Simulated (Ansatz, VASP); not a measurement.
# Sb: VASP beside Ansatz

INCAR

```
PREC     = Accurate       # precision mode
ENCUT    = 400            # plane-wave cutoff, eV
EDIFF    = 1E-8           # SCF threshold, eV
ISMEAR   = -1             # smearing method
SIGMA    = 0.05           # smearing width, eV
LREAL    = False          # projectors in reciprocal space
LASPH    = True           # aspherical terms in the spheres
NELM     = 120            # most SCF steps
ALGO     = Normal         # electronic algorithm
ISIF     = 2              # what is computed and relaxed
LWAVE    = False          # write WAVECAR
LCHARG   = False          # write CHGCAR
GGA      = PS             # functional
LEFG     = True         
NBANDS   = 22             # bands
GGA_COMPAT= False
```

Contents of KPOINTS:

```
Automatic mesh
0
Gamma
  9 9 9
```

The input POSCAR:

```
Sb
1.0
    2.1755285804      1.2711226823      3.7609612501
   -2.1256720836      1.2496166789      3.7394552467
    0.0063035032     -2.4645793611      3.7315835032
Sb
2
Direct
    0.2336400000      0.2336400000      0.2336400000
    0.7663600000      0.7663600000      0.7663600000
```

Input for Ansatz:

```yaml
crystal:
  lattice:
    - [2.1755285804, 1.2711226823, 3.7609612501]
    - [-2.1256720836, 1.2496166789, 3.7394552467]
    - [0.0063035032, -2.4645793611, 3.7315835032]
  atoms:
    - { symbol: Sb, position: [0.23364, 0.23364, 0.23364] }
    - { symbol: Sb, position: [0.76636, 0.76636, 0.76636] }
kpoints:
  mp_grid: { grid: [9, 9, 9] }
scf:
  occupations: { method: fermi_dirac, width: 0.05 }
hamiltonian:
  xc: pbesol
  pseudopotentials: { kind: paw }
output:
  forces: true
  stress: true
  eigenvalues: true
  efg: { contact_densities: true }
```

Change from the starting cell: equal xy, yz and zx shear strains of +1 %, PAW files.

Alike in both runs: task electric field gradients; functional PBEsol; k mesh 9 × 9 × 9; occupations fermi-dirac, width 0.05 eV; no spin polarisation.

```csv
,VASP,Ansatz
version,VASP 6.6.1,Ansatz 0.2.0
potentials or method,"VASP PAW PBE potentials, release 64 (Sb_d_GW)","PAW with Ansatz's default frozen-core files, scalar-relativistic"
plane-wave cutoff (eV),400,420
valence electrons in the cell,30,30
```

```tsv
	VASP	Ansatz	Ansatz less VASP
pressure (GPa)	0.1	0.4	+0.29
traceless stress, the component that is largest in VASP (GPa)	-0.60	-0.60	0.000
rms of the force components (eV/Å)	0.090	0.089	-0.0007
size of Vzz on the site where it differs most (V/Å²)	46.4	47.8	+1.42
```

VASP's potentials were made for PBE, not for PBEsol. Atom by atom the forces differ by 0.001 eV/Å (rms over components).

Spin-orbit coupling is off throughout.
